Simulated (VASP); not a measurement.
Input of a VASP 6.6.1 run:

INCAR

```
ALGO     = Fast           # electronic algorithm
EDIFF    = 1E-6           # SCF threshold, eV
ENCUT    = 520            # plane-wave cutoff, eV
GGA      = PE             # functional
ISIF     = 2              # what is computed and relaxed
ISMEAR   = -1             # smearing method
LASPH    = T              # aspherical terms in the spheres
LCHARG   = F              # write CHGCAR
LREAL    = F              # projectors in reciprocal space
LWAVE    = F              # write WAVECAR
NBANDS   = 30             # bands
NELM     = 80             # most SCF steps
PREC     = Accurate       # precision mode
SIGMA    = 0.05           # smearing width, eV
```

Contents of KPOINTS:

```
k-points
0
Gamma
  11 11 3
```

The input POSCAR:

```
Ag
1.0
    2.9241806713      0.0000000000      0.0000000000
   -1.4620903357      2.5324147466      0.0000000000
    0.0000000000      0.0000000000     10.1315940382
Ag
4
Direct
    0.0000000000      0.0000000000      0.5000000000
    0.0000000000      0.0000000000      0.0000000000
    0.6666666667      0.3333333333      0.7500000000
    0.3333333333      0.6666666667      0.2500000000
```

Potentials or basis: VASP PAW PBE potentials, release 64 (Ag).

Command:

```sh
$ cat potpaw_PBE.64/Ag/POTCAR > POTCAR
$ mpirun -np 1 vasp_std > vasp.out
```

Task: What does it give for the band gap on the k mesh?

Result: Zero (band 22 reaches 9.93 eV, above the bottom of band 23 at 4.10 eV).

Task: Estimate the pressure.

Result: -3.6 GPa.

Stress tensor (GPa, compression positive):
```
-2.58  0.00  0.00
 0.00 -2.58  0.00
 0.00  0.00 -5.65
```
